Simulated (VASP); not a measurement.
The system is Li.

```
Li
1.0
     5.54576    0.05140   -0.06130
     0.05140    5.42438   -0.02109
    -0.06130   -0.02109    5.27088
Li
8
Direct
  0.50723 0.49620 0.50513
  0.99863 0.01265 0.99254
  0.25991 0.01252 0.48680
  0.49497 0.24499 0.01371
  0.51136 0.73402 0.00750
  0.73961 0.99810 0.49223
  0.99130 0.50250 0.75045
  0.99701 0.49903 0.25164
```

* Program: VASP 6.6.1
* Task: relaxation of cell and atoms
* Functional: PBE
* Potentials or basis: VASP PAW PBE potentials, release 64 (Li_sv)
* Cutoff: 600 eV
* k mesh: 4 × 4 × 4
* Occupations: gaussian, width 0.1 eV
* Spin: no spin polarisation

At the start: pressure 0.3 GPa; volume 19.82 Å³/atom.

Task: How do energy, volume and symmetry change on relaxing?

Result: Over 11 steps the energy falls by 8.6 meV/atom and the volume is 20.21 Å³/atom (+2.0 %); space group P1 (No. 1, to 0.1 Å) before, Pm-3n (No. 223, to 0.1 Å).

The path:
```csv
step,energy change (eV),largest force (eV/Å),pressure (GPa),volume (Å³)
1,0.0000,0.2384,0.32,158.52
2,-0.0189,0.2049,0.22,159.42
3,-0.0539,0.1043,0.00,162.06
4,-0.0248,0.1717,-0.41,167.17
5,-0.0593,0.0680,-0.12,163.50
6,-0.0617,0.0573,-0.08,162.88
7,-0.0648,0.0362,0.06,161.04
8,-0.0660,0.0304,0.04,161.35
9,-0.0673,0.0274,-0.04,162.26
10,-0.0681,0.0181,-0.02,162.00
11,-0.0685,0.0133,0.01,161.67
```

Final structure:
```
CELL_PARAMETERS angstrom
5.44017 -0.00292 -0.00556
-0.00349 5.45067 -0.00278
-0.00435 -0.00277 5.45213
ATOMIC_POSITIONS crystal
Li 0.49992 0.49997 0.50156
Li 0.99996 0.00055 0.99842
Li 0.24982 0.99925 0.49892
Li 0.50073 0.24818 0.00027
Li 0.49882 0.74889 0.00146
Li 0.74984 0.00093 0.49883
Li 0.00052 0.50112 0.75005
Li 0.00039 0.50111 0.25048
```

Caveat: the cutoff is under 1.25 times the usual one of these potentials, so pressure, stress and relaxed cells hold a basis-set (Pulay) error.
